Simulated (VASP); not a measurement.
# Zn (Im-3m) in VASP: a series of runs, part 2 of 2

VASP 6.6.1. The steps go on from the part before.

## (3) Single point, LDA (volume scaled by 0.98)

File INCAR:

```
SYSTEM = Zn
  ALGO = Normal
  EDIFF = 1E-6
  ENCUT = 520
  ISIF = 2
  ISMEAR = -1
  LASPH = .TRUE.
  LCHARG = .TRUE.
  LELF = .TRUE.
  LREAL = .FALSE.
  LVHAR = .TRUE.
  LWAVE = .FALSE.
  NBANDS = 12
  NELM = 60
  PREC = Accurate
  SIGMA = 0.05
```

File KPOINTS:

```
k-points
0
G
  12 12 12
  0 0 0
```

File POSCAR:

```
Zn
1.0
   -1.5585062330      1.5585062330      1.5585062330
    1.5585062330     -1.5585062330      1.5585062330
    1.5585062330      1.5585062330     -1.5585062330
Zn
1
Direct
    0.0000000000      0.0000000000      0.0000000000
```

Potentials or basis: VASP PAW LDA potentials, release 64 (Zn).

The run is started by

```
$ cat potpaw_LDA.64/Zn/POTCAR > POTCAR
$ mpirun -np 1 vasp_std > vasp.out
```

OUTCAR:

```text
SYSTEM = Zn
   EDIFF = 1E-6
   ENCUT = 520
   ISIF = 2
   ISMEAR = -1
   LASPH = .TRUE.
   LREAL = .FALSE.
   NELM = 60
   PREC = Accurate

 ion  position               nearest neighbor table
   1  0.000  0.000  0.000-

  LATTYP: Found a body centered cubic cell.
 ALAT       =     3.1170124660

  Lattice vectors:

 A1 = (  -1.5585062330,   1.5585062330,   1.5585062330)
 A2 = (   1.5585062330,  -1.5585062330,   1.5585062330)
 A3 = (   1.5585062330,   1.5585062330,  -1.5585062330)

Analysis of symmetry for initial positions (statically):
=====================================================================
 Subroutine PRICEL returns:
 Original cell was already a primitive cell.

 Routine SETGRP: Setting up the symmetry group for a
 body centered cubic supercell.

 Subroutine GETGRP returns: Found 48 space group operations
 (whereof 48 operations were pure point group operations)
 out of a pool of 48 trial point group operations.

The static configuration has the point symmetry O_h .

Analysis of symmetry for dynamics (positions and initial velocities):
=====================================================================
 Subroutine PRICEL returns:
 Original cell was already a primitive cell.

 Routine SETGRP: Setting up the symmetry group for a
 body centered cubic supercell.

 Subroutine GETGRP returns: Found 48 space group operations
 (whereof 48 operations were pure point group operations)
 out of a pool of 48 trial point group operations.

The dynamic configuration has the point symmetry O_h .

 Subroutine INISYM returns: Found 48 space group operations
 (whereof 48 operations are pure point group operations),
 and found     1 'primitive' translations

----------------------------------------------------------------------------------------

                                     Primitive cell

  volume of cell :      15.1421

  direct lattice vectors                    reciprocal lattice vectors
    -1.558506233  1.558506233  1.558506233     0.000000000  0.320820019  0.320820019
     1.558506233 -1.558506233  1.558506233     0.320820019  0.000000000  0.320820019
     1.558506233  1.558506233 -1.558506233     0.320820019  0.320820019  0.000000000

  length of vectors
     2.699411979  2.699411979  2.699411979     0.453708023  0.453708023  0.453708023

  position of ions in fractional coordinates (direct lattice)
     0.000000000  0.000000000  0.000000000

  ion indices of the primitive-cell ions
   primitive index   ion index
                 1           1

----------------------------------------------------------------------------------------

 KPOINTS: k-points

Automatic generation of k-mesh.
 Grid dimensions read from file:
 generate k-points for:   12   12   12

 Generating k-lattice:

  Cartesian coordinates                     Fractional coordinates (reciprocal lattice)
     0.000000000  0.026735002  0.026735002     0.083333333  0.000000000  0.000000000
     0.026735002  0.000000000  0.026735002     0.000000000  0.083333333  0.000000000
     0.026735002  0.026735002  0.000000000     0.000000000  0.000000000  0.083333333

  Length of vectors
     0.037809002  0.037809002  0.037809002

  Shift w.r.t. Gamma in fractional coordinates (k-lattice)
     0.000000000  0.000000000  0.000000000

 Subroutine IBZKPT returns following result:
 ===========================================

 Found     72 irreducible k-points:

 Following reciprocal coordinates:
            Coordinates               Weight
  0.000000  0.000000  0.000000      1.000000
  0.083333  0.000000  0.000000     12.000000
  0.166667  0.000000  0.000000     12.000000
  0.250000  0.000000  0.000000     12.000000
  0.333333  0.000000  0.000000     12.000000
  0.416667  0.000000  0.000000     12.000000
[... 16 lines left out ...]
  0.333333  0.083333  0.083333     24.000000
  0.416667  0.083333  0.083333     12.000000
 [... further k-points ...]
   k-points           NKPTS =     72   k-points in BZ     NKDIM =     72   number of bands    NBANDS=     12
   number of dos      NEDOS =    301   number of ions     NIONS =      1
   total plane-waves  NPLWV =   8000
   dimension x,y,z NGX =    20 NGY =   20 NGZ =   20
   dimension x,y,z NGXF=    40 NGYF=   40 NGZF=   40
   ions per type =               1
   NGX,Y,Z   is equivalent  to a cutoff of  12.32, 12.32, 12.32 a.u.
   NGXF,Y,Z  is equivalent  to a cutoff of  24.63, 24.63, 24.63 a.u.
 SYSTEM =  Zn
   PREC   = accura    normal or accurate (medium, high low for compatibility)
   ISTART =      0    job   : 0-new  1-cont  2-samecut
   ICHARG =      2    charge: 1-file 2-atom 10-const
   ISPIN  =      1    spin polarized calculation?
   LNONCOLLINEAR =      F non collinear calculations
   LSORBIT =      F    spin-orbit coupling
   LASPH  =      T    aspherical Exc in radial PAW
   ENCUT  =  520.0 eV  38.22 Ry    6.18 a.u.   5.02  5.02  5.02*2*pi/ulx,y,z
   NELM   =     60;   NELMIN=  2; NELMDL= -5     # of ELM steps
   EDIFF  = 0.1E-05   stopping-criterion for ELM
   LREAL  =      F    real-space projection
   EDIFFG = 0.1E-04   stopping-criterion for IOM
   NSW    =      0    number of steps for IOM
   IBRION =     -1    ionic relax: 0-MD 1-quasi-New 2-CG
   NFREE  =      0    steps in history (QN), initial steepest desc. (CG)
   ISIF   =      2    stress and relaxation
   ISYM   =      2    0-nonsym 1-usesym 2-fastsym
   POTIM  = 0.5000    time-step for ionic-motion
   TEBEG  =    0.0;   TEEND  =   0.0 temperature during run
   PSTRESS=    0.0 pullay stress
   NELECT =      12.0000    total number of electrons
   NUPDOWN=      -1.0000    fix difference up-down
   EMIN   =  10.00;   EMAX   =-10.00  energy-range for DOS
   EFERMI =   0.00;   METHOD = LEGACY
   ISMEAR =    -1;   SIGMA  =   0.05  broadening in eV -4-tet -1-fermi 0-gaus
   EFERMI_NEDOS =   21; number of points for ismear=-14 and -15
   IALGO  =     38    algorithm
   IMIX   =      4    mixing-type and parameters
     AMIX     =   0.40;   BMIX     =  1.00
     AMIX_MAG =   1.60;   BMIX_MAG =  1.00
  volume/ion in A,a.u.               =      15.14       102.18
  Fermi-wavevector in a.u.,A,eV,Ry     =   1.514979  2.862896 31.227580  2.295162
  Thomas-Fermi vector in A             =   2.624564
   LORBIT       =      0    0 simple, 1 ext, 2 COOP (PROOUT), +10 PAW based schemes
   GGA     = CA    functional components
   LHFCALC =     F    Hartree Fock is set to
   AEXX    =    0.0000 exact exchange contribution
   IVDW    =     0    specifies the selected vdW correction
   LEPSILON=     F    determine dielectric tensor
   LRPA    =     F    only Hartree local field effects (RPA)
 non-spin polarized calculation
  energy-cutoff  :      520.00
  volume of cell :       15.14
 maximum number of plane-waves:       420
   NGX =  9   NGY =  9   NGZ =  9

 number of electron      12.0000023 magnetization

 Free energy of the ion-electron system (eV)
  ---------------------------------------------------
  ext. energy  EPLUGINS =         0.00000000
  ---------------------------------------------------
  free energy    TOTEN  =        -1.73789365 eV

  energy without entropy =       -1.73435171  energy(sigma->0) =       -1.73612268

 E-fermi :   2.9567     XC(G=0): -11.9235

 val. band max:        2.9228574030   @ k =   0.4167   0.0833   0.0000
 cond. band min:       3.0309153716   @ k =   0.3333   0.2500   0.0833
 fundamental gap:      0.1080579687
 Fermi energy:         2.9567019493

 k-point     1 :       0.0000    0.0000    0.0000
  band No.  band energies     occupation
      1      -7.5027      2.00000
      2      -4.8919      2.00000
      3      -4.8919      2.00000
      4      -4.8919      2.00000
      5      -4.3696      2.00000
      6      -4.3696      2.00000
      7      22.0560      0.00000
      8      22.0560      0.00000
      9      22.0560      0.00000
     10      24.0180      0.00000
     11      24.0180      0.00000
     12      24.0180      0.00000

 k-point     2 :       0.0833    0.0000    0.0000
  band No.  band energies     occupation
      1      -7.2814      2.00000
      2      -4.9129      2.00000
      3      -4.8866      2.00000
      4      -4.8388      2.00000
      5      -4.3890      2.00000
      6      -4.3683      2.00000
      7      19.3531      0.00000
      8      20.6594      0.00000
      9      21.1718      0.00000
     10      22.6162      0.00000
     11      22.6453      0.00000
     12      23.7391      0.00000
[... 316 lines left out ...]
 k-point    24 :       0.4167    0.0833    0.0833
  band No.  band energies     occupation
      1      -5.4154      2.00000
      2      -5.1968      2.00000
      3      -4.3813      2.00000
      4      -4.3349      2.00000
      5      -4.2678      2.00000
      6       0.9932      2.00000
      7       2.2620      2.00000
      8      11.5536      0.00000
      9      12.3375      0.00000
     10      22.7006      0.00000
     11      23.4968      0.00000
     12      31.4606      0.00000

 [... further k-points ...]
[... 5 lines left out ...]
  --------------------------------------------------------------------------------------
  -------------------------------------------------------------------------------------
  Total       -0.6473621     -0.6473621     -0.6473621      0.0000000      0.0000000     -0.0000000
  in kB      -68.4971057    -68.4971057    -68.4971057      0.0000000      0.0000000     -0.0000000
  external PRESSURE =     -68.4971057 kB  Pullay stress =       0.0000000 kB

 VOLUME and BASIS-vectors are now :
 -----------------------------------------------------------------------------
  energy-cutoff  :      520.00
  volume of cell :       15.14
      direct lattice vectors                 reciprocal lattice vectors
    -1.558506233  1.558506233  1.558506233     0.000000000  0.320820019  0.320820019
     1.558506233 -1.558506233  1.558506233     0.320820019  0.000000000  0.320820019
     1.558506233  1.558506233 -1.558506233     0.320820019  0.320820019  0.000000000

 POSITION                                       TOTAL-FORCE (eV/Angst)
 -----------------------------------------------------------------------------------
      0.00000      0.00000      0.00000        -0.000000      0.000000     -0.000000
 -----------------------------------------------------------------------------------
    total drift:                                0.000000     -0.000000      0.000000

  FREE ENERGIE OF THE ION-ELECTRON SYSTEM (eV)
  ---------------------------------------------------
  free  energy   TOTEN  =        -1.7378936476 eV

  energy  without entropy=       -1.7343517130  energy(sigma->0) =       -1.73612268
```

stdout:

```text
POSCAR found type information on POSCAR Zn
 POSCAR found :  1 types and       1 ions
 scaLAPACK will be used
 LDA part: xc-table for (Slater(with rela. corr.)+CA(PZ))
 , standard interpolation
 POSCAR, INCAR and KPOINTS ok, starting setup
 FFT: planning ... GRIDC
 FFT: planning ... GRID_SOFT
 FFT: planning ... GRID
 WAVECAR not read
 entering main loop
```

Run time: 9.6 s. Hardware: 1 thread of Intel Xeon 8259CL, shared host; peak memory 0.12 GiB.

What came out:

| Quantity | Value |
| --- | --- |
| Free energy | -1.7379 eV |
| Pressure | -6.8 GPa |
| Band gap on the k mesh | zero (band 6 reaches 7.16 eV, above the bottom of band 7 at 1.98 eV) |

Caveat: the cell differs from its parent crystal (volume scaled by 0.98).

## (4) Single point, PBEsol

This run uses another cell than the first one, of 14.52 Å³/atom, 0.979 times its volume.

File INCAR:

```
PREC = Accurate ; ENCUT = 520
EDIFF = 1E-7 ; ISMEAR = -1
SIGMA = 0.05 ; LREAL = False
LASPH = True ; NELM = 60
ALGO = Fast ; ISIF = 2
LWAVE = False ; LCHARG = False
GGA = PS ; NBANDS = 12
```

File KPOINTS:

```
Automatic mesh
0
Gamma
  12 12 12
```

File POSCAR:

```
Zn
1.0
   -1.5370068493      1.5370068493      1.5370068493
    1.5370068493     -1.5370068493      1.5370068493
    1.5370068493      1.5370068493     -1.5370068493
Zn
1
Direct
    0.0000000000      0.0000000000      0.0000000000
```

Potentials or basis: VASP PAW PBE potentials, release 64 (Zn).

The run is started by

```
$ cat potpaw_PBE.64/Zn/POTCAR > POTCAR
$ mpirun -np 1 vasp_std > vasp.out
```

OUTCAR:

```text
PREC = Accurate
   ENCUT = 520
   EDIFF = 1E-7
   ISMEAR = -1
   LREAL = False
   LASPH = True
   NELM = 60
   ISIF = 2
   GGA = PS

 ion  position               nearest neighbor table
   1  0.000  0.000  0.000-

  LATTYP: Found a body centered cubic cell.
 ALAT       =     3.0740136986

  Lattice vectors:

 A1 = (  -1.5370068493,   1.5370068493,   1.5370068493)
 A2 = (   1.5370068493,  -1.5370068493,   1.5370068493)
 A3 = (   1.5370068493,   1.5370068493,  -1.5370068493)

Analysis of symmetry for initial positions (statically):
=====================================================================
 Subroutine PRICEL returns:
 Original cell was already a primitive cell.

 Routine SETGRP: Setting up the symmetry group for a
 body centered cubic supercell.

 Subroutine GETGRP returns: Found 48 space group operations
 (whereof 48 operations were pure point group operations)
 out of a pool of 48 trial point group operations.

The static configuration has the point symmetry O_h .

[... 155 lines left out ...]

  energy without entropy =       -1.48363816  energy(sigma->0) =       -1.48555750

 E-fermi :   3.3777     XC(G=0): -11.9588

 val. band max:        3.3640051608   @ k =  -0.4167  -0.4167   0.0833
 cond. band min:       3.3785948176   @ k =   0.4167   0.0833   0.0000
 fundamental gap:      0.0145896568
 Fermi energy:         3.3776616812

 k-point     1 :       0.0000    0.0000    0.0000
  band No.  band energies     occupation
      1      -7.4930      2.00000
      2      -4.5396      2.00000
      3      -4.5396      2.00000
      4      -4.5396      2.00000
      5      -3.9798      2.00000
      6      -3.9798      2.00000
      7      23.3410      0.00000
      8      23.3410      0.00000
      9      23.3411      0.00000
     10      24.6397      0.00000
     11      24.6397      0.00000
     12      24.6397      0.00000
[... 331 lines left out ...]
 k-point    24 :       0.4167    0.0833    0.0833
  band No.  band energies     occupation
      1      -5.1372      2.00000
      2      -4.8767      2.00000
      3      -3.9905      2.00000
      4      -3.9398      2.00000
      5      -3.8844      2.00000
      6       1.1948      2.00000
      7       2.7622      1.99999
      8      12.2733      0.00000
      9      12.8872      0.00000
     10      23.4755      0.00000
     11      24.4971      0.00000
     12      32.4566      0.00000

 [... further k-points ...]
[... 5 lines left out ...]
  --------------------------------------------------------------------------------------
  -------------------------------------------------------------------------------------
  Total       -0.0911024     -0.0911024     -0.0911024      0.0000000      0.0000000     -0.0000000
  in kB      -10.0497015    -10.0497015    -10.0497015      0.0000000      0.0000000     -0.0000000
  external PRESSURE =     -10.0497015 kB  Pullay stress =       0.0000000 kB

 VOLUME and BASIS-vectors are now :
 -----------------------------------------------------------------------------
  energy-cutoff  :      520.00
  volume of cell :       14.52
      direct lattice vectors                 reciprocal lattice vectors
    -1.537006849  1.537006849  1.537006849     0.000000000  0.325307594  0.325307594
     1.537006849 -1.537006849  1.537006849     0.325307594  0.000000000  0.325307594
     1.537006849  1.537006849 -1.537006849     0.325307594  0.325307594  0.000000000

 POSITION                                       TOTAL-FORCE (eV/Angst)
 -----------------------------------------------------------------------------------
      0.00000      0.00000      0.00000         0.000000     -0.000000      0.000000
 -----------------------------------------------------------------------------------
    total drift:                                0.000000     -0.000000      0.000000

  FREE ENERGIE OF THE ION-ELECTRON SYSTEM (eV)
  ---------------------------------------------------
  free  energy   TOTEN  =        -1.4874768414 eV

  energy  without entropy=       -1.4836381558  energy(sigma->0) =       -1.48555750
```

OSZICAR:

```text
N       E                     dE             d eps       ncg     rms          rms(c)
DAV:   1     0.417282397015E+02    0.41728E+02   -0.65080E+03  1808   0.159E+03
DAV:   2    -0.468140831977E+00   -0.42196E+02   -0.39959E+02  1812   0.214E+02
DAV:   3    -0.163580374114E+01   -0.11677E+01   -0.11665E+01  2004   0.354E+01
DAV:   4    -0.163811789801E+01   -0.23142E-02   -0.23141E-02  1944   0.156E+00
DAV:   5    -0.163811956886E+01   -0.16709E-05   -0.16703E-05  1940   0.400E-02    0.324E+00
RMM:   6    -0.149839919299E+01    0.13972E+00   -0.33679E-01  2102   0.781E+00    0.244E+00
RMM:   7    -0.149145383353E+01    0.69454E-02   -0.10894E-02  2196   0.159E+00    0.119E+00
RMM:   8    -0.148753886024E+01    0.39150E-02   -0.18251E-03  2083   0.380E-01    0.716E-02
RMM:   9    -0.148748634876E+01    0.52511E-04   -0.50742E-04  2245   0.349E-01    0.627E-02
RMM:  10    -0.148747676200E+01    0.95868E-05   -0.28985E-05  2200   0.618E-02    0.516E-03
RMM:  11    -0.148747683291E+01   -0.70916E-07   -0.25197E-06  2136   0.170E-02    0.126E-03
RMM:  12    -0.148747684136E+01   -0.84433E-08   -0.92362E-08  1428   0.394E-03
   1 F= -.14874768E+01 E0= -.14855575E+01  d E =-.383869E-02
```

It took 14 s on 1 thread of Intel Xeon 8259CL, shared host; peak memory 0.13 GiB.

Results:

* Free energy: -1.4875 eV
* Pressure: -1.0 GPa
* Band gap on the k mesh: zero (band 6 reaches 7.63 eV, above the bottom of band 7 at 2.48 eV)

Caveat: the PAW data sets were made with another functional, which shifts forces and pressure a little.

## (5) Summary

```csv
level,potentials or basis,cell,gap on the mesh (eV),pressure (GPa)
LDA,"VASP PAW LDA potentials, release 64 (Zn)","a = 2.681 Å, angles 109.5°, 1 atom",none,-5.7
LDA,"VASP PAW LDA potentials, release 64 (Zn)","a = 2.699 Å, angles 109.5°, 1 atom",none,-6.8
PBEsol,"VASP PAW PBE potentials, release 64 (Zn)","a = 2.662 Å, angles 109.5°, 1 atom",none,-1.0
```

Alike in all rows: task single point; no spin polarisation; k mesh 12 × 12 × 12; cutoff (eV) 520; smearing fermi-dirac 0.05 eV.

Caveats: the PAW data sets were made with another functional, which shifts forces and pressure a little (some runs).

Total energies depend on the potentials used, so only differences within one code and one set of settings carry meaning.
